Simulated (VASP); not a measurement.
Here is a VASP 6.6.1 calculation.

Contents of INCAR:

```
ALGO = Normal
EDIFF = 1E-6
ENCUT = 520
GGA = PE
ISIF = 2
ISMEAR = 0
LASPH = T
LCHARG = T
LELF = T
LREAL = F
LVHAR = T
LWAVE = F
NBANDS = 7
NELM = 80
PREC = Accurate
SIGMA = 0.1
```

The input KPOINTS:

```
k-points
0
Gamma
  15 15 15
```

The input POSCAR:

```
Mg
1.0
   -1.6590593819      1.8008805416      1.8008805416
    1.8008805416     -1.6590593819      1.8008805416
    1.8008805416      1.8008805416     -1.6590593819
Mg
1
Direct
    0.0000000000      0.0000000000      0.0000000000
```

Potentials or basis: VASP PAW PBE potentials, release 64 (Mg).

Launch:

```bash
$ cat potpaw_PBE.64/Mg/POTCAR > POTCAR
$ mpirun -np 1 vasp_std > vasp.out
```

Q: What does it give for the pressure?

A: -0.1 GPa.

Q: What does it give for the band gap on the k mesh?

A: Zero (band 1 reaches 5.32 eV, above the bottom of band 2 at 1.28 eV).

Stress tensor (GPa, compression positive):
```
-0.06 -1.65 -1.65
-1.65 -0.06 -1.65
-1.65 -1.65 -0.06
```

Caveat: the cell differs from its parent crystal (strained).
